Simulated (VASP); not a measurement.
# BiIrO (P4/nmm) in VASP: single point with r2SCAN

Aim: the single point of BiIrO with r2SCAN.

All numbers are computed with VASP 6.6.1; they aren't measurements. Logs are shortened: lines on timing, memory, paths and dates and some standing lists are left out, and cuts for length are marked.

**1. The cell of the first run**

It takes space group P4/nmm (No. 129, tetragonal). Conventional cell: a = 3.647 Å, b = 3.647 Å, c = 6.910 Å, α = 90.00°, β = 90.00°, γ = 90.00°. Within 2.9 Å of Bi (site symmetry 4mm) lie 4 O at 2.17 Å and 4 Ir at 2.86 Å. O (site symmetry -4m2) has 4 Bi at 2.17 Å and 4 O at 2.58 Å within 2.9 Å. Within 3.8 Å of Ir (site symmetry 4mm) lie 6 Bi at 2.86 to 3.60 Å and 4 O at 3.03 Å and 8 Ir at 3.31 to 3.65 Å.

**2. Single point, r2SCAN**

File POSCAR:

```
BiIrO
1.0
    3.6472899900      0.0000000000      0.0000000000
    0.0000000000      3.6472899900      0.0000000000
    0.0000000000      0.0000000000      6.9101613500
Bi O Ir
2 2 2
Direct
    0.0000000000      0.5000000000      0.1710000000
    0.5000000000      0.0000000000      0.8290000000
    0.0000000000      0.0000000000      0.0000000000
    0.5000000000      0.5000000000      0.0000000000
    0.0000000000      0.5000000000      0.6500000000
    0.5000000000      0.0000000000      0.3500000000
```

File INCAR.step1:

```
SYSTEM = BiIrO
  PREC = Accurate
  ENCUT = 520
  ISMEAR = 1
  SIGMA = 0.1804
  LREAL = .False.
  LASPH = .True.
  NELM = 100
  NBANDS = 39
  GGA = PE
  ALGO = Normal
  EDIFF = 1E-4
  LWAVE = .True.
  LCHARG = .False.
```

File INCAR.step2:

```
SYSTEM = BiIrO
  PREC = Accurate
  ENCUT = 520
  EDIFF = 1E-6
  ISMEAR = 1
  SIGMA = 0.1804
  LREAL = .False.
  LASPH = .True.
  NELM = 100
  ALGO = Normal
  ISIF = 2
  LWAVE = .False.
  LCHARG = .False.
  METAGGA = R2SCAN
  LMIXTAU = .True.
  NBANDS = 39
  ISTART = 1
```

File KPOINTS:

```
regular mesh
0
Gamma
  9 9 5
  0 0 0
```

Potentials or basis: VASP PAW PBE potentials, release 64 (Bi_d, O, Ir).

Command:

```bash
> cat potpaw_PBE.64/Bi_d/POTCAR potpaw_PBE.64/O/POTCAR potpaw_PBE.64/Ir/POTCAR > POTCAR
> cp INCAR.step1 INCAR
> mpirun -np 1 vasp_std > vasp.out
> cp INCAR.step2 INCAR
> mpirun -np 1 vasp_std > vasp.out
```

OUTCAR:

```text
SYSTEM = BiIrO
   PREC = Accurate
   ENCUT = 520
   EDIFF = 1E-6
   ISMEAR = 1
   LREAL = .False.
   LASPH = .True.
   NELM = 100
   ISIF = 2
   METAGGA = R2SCAN
   ISTART = 1

 ion  position               nearest neighbor table
   1  0.000  0.500  0.171-   3 2.17   4 2.17   3 2.17   4 2.17   6 2.86   6 2.86   6 2.86   6 2.86
                             5 3.31   2 3.50   2 3.50   2 3.50   2 3.50   5 3.60
   2  0.500  0.000  0.829-   3 2.17   4 2.17   4 2.17   3 2.17   5 2.86   5 2.86   5 2.86   5 2.86
                             6 3.31   1 3.50   1 3.50   1 3.50   1 3.50   6 3.60
   3  0.000  0.000  0.000-   1 2.17   2 2.17   1 2.17   2 2.17
   4  0.500  0.500  0.000-   1 2.17   2 2.17   2 2.17   1 2.17
   5  0.000  0.500  0.650-   2 2.86   2 2.86   2 2.86   2 2.86   6 3.31   6 3.31   6 3.31   6 3.31
                             1 3.31   1 3.60
   6  0.500  0.000  0.350-   1 2.86   1 2.86   1 2.86   1 2.86   5 3.31   5 3.31   5 3.31   5 3.31
                             2 3.31   2 3.60

  LATTYP: Found a simple tetragonal cell.
 ALAT       =     3.6472899900
 C/A-ratio  =     1.8946015724

  Lattice vectors:

 A1 = (   3.6472899900,   0.0000000000,   0.0000000000)
 A2 = (   0.0000000000,   3.6472899900,   0.0000000000)
 A3 = (   0.0000000000,   0.0000000000,   6.9101613500)

Analysis of symmetry for initial positions (statically):
=====================================================================
 Subroutine PRICEL returns:
 Original cell was already a primitive cell.

 Routine SETGRP: Setting up the symmetry group for a
 simple tetragonal supercell.

 Subroutine GETGRP returns: Found 16 space group operations
 (whereof  8 operations were pure point group operations)
 out of a pool of 16 trial point group operations.

The static configuration has the point symmetry D_2d.
 The point group associated with its full space group is D_4h.

Analysis of symmetry for dynamics (positions and initial velocities):
=====================================================================
 Subroutine PRICEL returns:
 Original cell was already a primitive cell.

 Routine SETGRP: Setting up the symmetry group for a
 simple tetragonal supercell.

 Subroutine GETGRP returns: Found 16 space group operations
 (whereof  8 operations were pure point group operations)
 out of a pool of 16 trial point group operations.

The dynamic configuration has the point symmetry D_2d.
 The point group associated with its full space group is D_4h.

 Subroutine INISYM returns: Found 16 space group operations
 (whereof  8 operations are pure point group operations),
 and found     1 'primitive' translations

----------------------------------------------------------------------------------------

                                     Primitive cell

  volume of cell :      91.9240

  direct lattice vectors                    reciprocal lattice vectors
     3.647289990  0.000000000  0.000000000     0.274176170  0.000000000  0.000000000
     0.000000000  3.647289990  0.000000000     0.000000000  0.274176170  0.000000000
     0.000000000  0.000000000  6.910161350     0.000000000  0.000000000  0.144714421

  length of vectors
     3.647289990  3.647289990  6.910161350     0.274176170  0.274176170  0.144714421

  position of ions in fractional coordinates (direct lattice)
     0.000000000  0.500000000  0.171000000
     0.500000000  0.000000000  0.829000000
     0.000000000  0.000000000  0.000000000
     0.500000000  0.500000000  0.000000000
     0.000000000  0.500000000  0.650000000
     0.500000000  0.000000000  0.350000000

  ion indices of the primitive-cell ions
   primitive index   ion index
                 1           1
                 2           2
                 3           3
                 4           4
                 5           5
                 6           6

----------------------------------------------------------------------------------------

 KPOINTS: regular mesh

Automatic generation of k-mesh.
 Grid dimensions read from file:
 generate k-points for:    9    9    5

 Generating k-lattice:

  Cartesian coordinates                     Fractional coordinates (reciprocal lattice)
     0.030464019  0.000000000  0.000000000     0.111111111  0.000000000  0.000000000
     0.000000000  0.030464019  0.000000000     0.000000000  0.111111111  0.000000000
     0.000000000  0.000000000  0.028942884     0.000000000  0.000000000  0.200000000

  Length of vectors
     0.030464019  0.030464019  0.028942884

  Shift w.r.t. Gamma in fractional coordinates (k-lattice)
     0.000000000  0.000000000  0.000000000

 Subroutine IBZKPT returns following result:
 ===========================================

 Found     45 irreducible k-points:

 Following reciprocal coordinates:
            Coordinates               Weight
  0.000000  0.000000  0.000000      1.000000
  0.111111  0.000000  0.000000      4.000000
  0.222222  0.000000  0.000000      4.000000
  0.333333  0.000000  0.000000      4.000000
  0.444444  0.000000  0.000000      4.000000
  0.111111  0.111111  0.000000      4.000000
[... 16 lines left out ...]
  0.333333  0.111111  0.200000     16.000000
  0.444444  0.111111  0.200000     16.000000
 [... further k-points ...]
   k-points           NKPTS =     45   k-points in BZ     NKDIM =     45   number of bands    NBANDS=     39
   number of dos      NEDOS =    301   number of ions     NIONS =      6
   total plane-waves  NPLWV =  42336
   dimension x,y,z NGX =    28 NGY =   28 NGZ =   54
   dimension x,y,z NGXF=    56 NGYF=   56 NGZF=  108
   ions per type =               2   2   2
   NGX,Y,Z   is equivalent  to a cutoff of  12.76, 12.76, 12.99 a.u.
   NGXF,Y,Z  is equivalent  to a cutoff of  25.53, 25.53, 25.98 a.u.
 SYSTEM =  BiIrO
   PREC   = accura    normal or accurate (medium, high low for compatibility)
   ISTART =      1    job   : 0-new  1-cont  2-samecut
   ICHARG =      0    charge: 1-file 2-atom 10-const
   ISPIN  =      1    spin polarized calculation?
   LNONCOLLINEAR =      F non collinear calculations
   LSORBIT =      F    spin-orbit coupling
   LASPH  =      T    aspherical Exc in radial PAW
   ENCUT  =  520.0 eV  38.22 Ry    6.18 a.u.   6.78  6.78 12.85*2*pi/ulx,y,z
   NELM   =    100;   NELMIN=  2; NELMDL=  0     # of ELM steps
   EDIFF  = 0.1E-05   stopping-criterion for ELM
   LREAL  =      F    real-space projection
   EDIFFG = 0.1E-04   stopping-criterion for IOM
   NSW    =      0    number of steps for IOM
   IBRION =     -1    ionic relax: 0-MD 1-quasi-New 2-CG
   NFREE  =      0    steps in history (QN), initial steepest desc. (CG)
   ISIF   =      2    stress and relaxation
   ISYM   =      2    0-nonsym 1-usesym 2-fastsym
   POTIM  = 0.5000    time-step for ionic-motion
   TEBEG  =    0.0;   TEEND  =   0.0 temperature during run
   PSTRESS=    0.0 pullay stress
   NELECT =      60.0000    total number of electrons
   NUPDOWN=      -1.0000    fix difference up-down
   EMIN   =  10.00;   EMAX   =-10.00  energy-range for DOS
   EFERMI =   0.00;   METHOD = LEGACY
   ISMEAR =     1;   SIGMA  =   0.18  broadening in eV -4-tet -1-fermi 0-gaus
   EFERMI_NEDOS =   21; number of points for ismear=-14 and -15
   IALGO  =     38    algorithm
   IMIX   =      4    mixing-type and parameters
     AMIX     =   0.40;   BMIX     =  1.00
     AMIX_MAG =   1.60;   BMIX_MAG =  1.00
  volume/ion in A,a.u.               =      15.32       103.39
  Fermi-wavevector in a.u.,A,eV,Ry     =   1.420089  2.683580 27.438238  2.016654
  Thomas-Fermi vector in A             =   2.541041
   LORBIT       =      0    0 simple, 1 ext, 2 COOP (PROOUT), +10 PAW based schemes
   METAGGA = R2SCAN    functional components
   LHFCALC =     F    Hartree Fock is set to
   AEXX    =    0.0000 exact exchange contribution
   IVDW    =     0    specifies the selected vdW correction
   LEPSILON=     F    determine dielectric tensor
   LRPA    =     F    only Hartree local field effects (RPA)
 non-spin polarized calculation
 Methfessel and Paxton  Order N= 1 SIGMA  =   0.18
  energy-cutoff  :      520.00
  volume of cell :       91.92
 maximum number of plane-waves:      2504
 NGX is ok and might be reduce to    28
   NGX = 13   NGY = 13   NGZ = 25

 number of electron      59.9999997 magnetization

 Free energy of the ion-electron system (eV)
  ---------------------------------------------------
  ext. energy  EPLUGINS =         0.00000000
  ---------------------------------------------------
  free energy    TOTEN  =      -229.46468339 eV

  energy without entropy =     -229.46291263  energy(sigma->0) =     -229.46409314

 E-fermi :   9.1664     XC(G=0): -13.1374

 val. band max:        9.1593991012   @ k =   0.4444   0.2222   0.4000
 cond. band min:       9.1808395421   @ k =   0.2222   0.0000   0.4000
 fundamental gap:      0.0214404409
 Fermi energy:         9.1664461679

 k-point     1 :       0.0000    0.0000    0.0000
  band No.  band energies     occupation
      1     -15.6341      2.00000
      2     -15.0069      2.00000
      3     -15.0069      2.00000
      4     -14.9706      2.00000
      5     -14.9483      2.00000
      6     -14.8870      2.00000
[... 31 lines left out ...]
     38      15.5906      0.00000
     39      16.0570      0.00000

 k-point     2 :       0.1111    0.0000    0.0000
  band No.  band energies     occupation
      1     -15.6311      2.00000
      2     -15.0134      2.00000
      3     -15.0054      2.00000
      4     -15.0037      2.00000
      5     -14.9497      2.00000
      6     -14.9379      2.00000
[... 31 lines left out ...]
     38      16.9665      0.00000
     39      16.9858      0.00000

 k-point     3 :       0.2222    0.0000    0.0000
  band No.  band energies     occupation
      1     -15.6251      2.00000
      2     -15.2238      2.00000
      3     -15.0006      2.00000
      4     -14.9927      2.00000
      5     -14.9275      2.00000
      6     -14.9070      2.00000
[... 832 lines left out ...]
 k-point    23 :       0.3333    0.1111    0.2000
  band No.  band energies     occupation
      1     -15.6207      2.00000
      2     -15.4303      2.00000
      3     -14.9813      2.00000
      4     -14.9636      2.00000
      5     -14.9200      2.00000
      6     -14.9034      2.00000
[... 31 lines left out ...]
     38      17.0678      0.00000
     39      18.6354      0.00000

 k-point    24 :       0.4444    0.1111    0.2000
  band No.  band energies     occupation
      1     -15.5982      2.00000
      2     -15.5391      2.00000
      3     -14.9635      2.00000
      4     -14.9421      2.00000
      5     -14.9405      2.00000
      6     -14.9228      2.00000
[... 31 lines left out ...]
     38      16.7211      0.00000
     39      17.6750      0.00000

 [... further k-points ...]
[... 5 lines left out ...]
  --------------------------------------------------------------------------------------
  -------------------------------------------------------------------------------------
  Total        6.4872473      6.4872473     15.3952449      0.0000000      0.0000000      0.0000000
  in kB      113.0686638    113.0686638    268.3294905      0.0000000      0.0000000      0.0000000
  external PRESSURE =     164.8222727 kB  Pullay stress =       0.0000000 kB

 VOLUME and BASIS-vectors are now :
 -----------------------------------------------------------------------------
  energy-cutoff  :      520.00
  volume of cell :       91.92
      direct lattice vectors                 reciprocal lattice vectors
     3.647289990  0.000000000  0.000000000     0.274176170  0.000000000  0.000000000
     0.000000000  3.647289990  0.000000000     0.000000000  0.274176170  0.000000000
     0.000000000  0.000000000  6.910161350     0.000000000  0.000000000  0.144714421

 POSITION                                       TOTAL-FORCE (eV/Angst)
 -----------------------------------------------------------------------------------
      0.00000      1.82364      1.18164        -0.000000     -0.000000      5.171936
      1.82364      0.00000      5.72852         0.000000      0.000000     -5.171936
      0.00000      0.00000      0.00000         0.000000      0.000000      0.000000
      1.82364      1.82364      0.00000        -0.000000     -0.000000      0.000000
      0.00000      1.82364      4.49160        -0.000000      0.000000     -2.769058
      1.82364      0.00000      2.41856         0.000000      0.000000      2.769058
 -----------------------------------------------------------------------------------
    total drift:                                0.000000      0.000000      0.000000

  FREE ENERGIE OF THE ION-ELECTRON SYSTEM (eV)
  ---------------------------------------------------
  free  energy   TOTEN  =      -229.4646833857 eV

  energy  without entropy=     -229.4629126347  energy(sigma->0) =     -229.46409314
```

It took 7.1 min on 1 thread of Intel Xeon Platinum 8375C at 2.90GHz (Ice Lake), shared host; peak memory 0.3 GiB.

Results:

* Free energy: -229.4647 eV
* Pressure: 16.5 GPa
* Largest force: 5.172 eV/Å
* Band gap on the k mesh: zero (band 30 reaches 9.37 eV, above the bottom of band 31 at 8.76 eV)

Forces in eV/Å, atoms in the order of the input:
```
Bi   0.000  0.000  5.172
Bi   0.000  0.000 -5.172
O    0.000  0.000  0.000
O    0.000  0.000  0.000
Ir   0.000  0.000 -2.769
Ir   0.000  0.000  2.769
```

Stress tensor (GPa, compression positive):
```
11.31  0.00  0.00
 0.00 11.31  0.00
 0.00  0.00 26.83
```

Levels at points of the mesh, in eV from the Fermi level:
| k point | band 27 | band 28 | band 29 | band 30 | band 31 | band 32 | band 33 | band 34 |
| --- | --- | --- | --- | --- | --- | --- | --- | --- |
| (0.00, 0.00, 0.00) | -1.47 | -1.37 | -0.79 | -0.65 | -0.37 | -0.16 | 4.20 | 4.20 |

Caveat: the PAW data sets were made with another functional, which shifts forces and pressure a little; spin-orbit coupling is left out, which moves the levels of the heavy elements.
